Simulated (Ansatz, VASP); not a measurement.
**One calculation of NaF, two programs**

```xyz
2
Lattice="0.0000 2.3498 2.3498 2.3498 0.0000 2.3498 2.3498 2.3498 0.0000" Properties=species:S:1:pos:R:3 pbc="T T T"
Na    0.0000    0.0000    0.0000
F     2.3498    2.3498    2.3498
```

Alike in both runs: task single point; functional PBE; k mesh 8 × 8 × 8; occupations gaussian, width 0.02 eV; no spin polarisation.

|  | VASP | Ansatz |
| --- | --- | --- |
| version | VASP 6.6.1 | Ansatz 0.2.0 |
| potentials or method | VASP PAW PBE potentials, release 64 (Na_pv, F), cutoff 520 eV | scalar-relativistic, plane waves, PAW |
| valence electrons in the cell | 14 | 16 |

|  | VASP | Ansatz | Ansatz less VASP |
| --- | --- | --- | --- |
| gap on the k mesh at the Fermi level (eV) | 6.08 | 6.09 | +0.016 |
| least direct gap on the mesh (eV) | 6.08 | 6.09 | +0.016 |
| pressure (GPa) | -0.1 | 0.0 | +0.16 |

The functional is the same, so the differences come from potentials, cutoffs and numerics. VASP's potentials hold 14 valence electrons a cell and Ansatz's 16, so a difference there can come from the potentials and not from the codes.
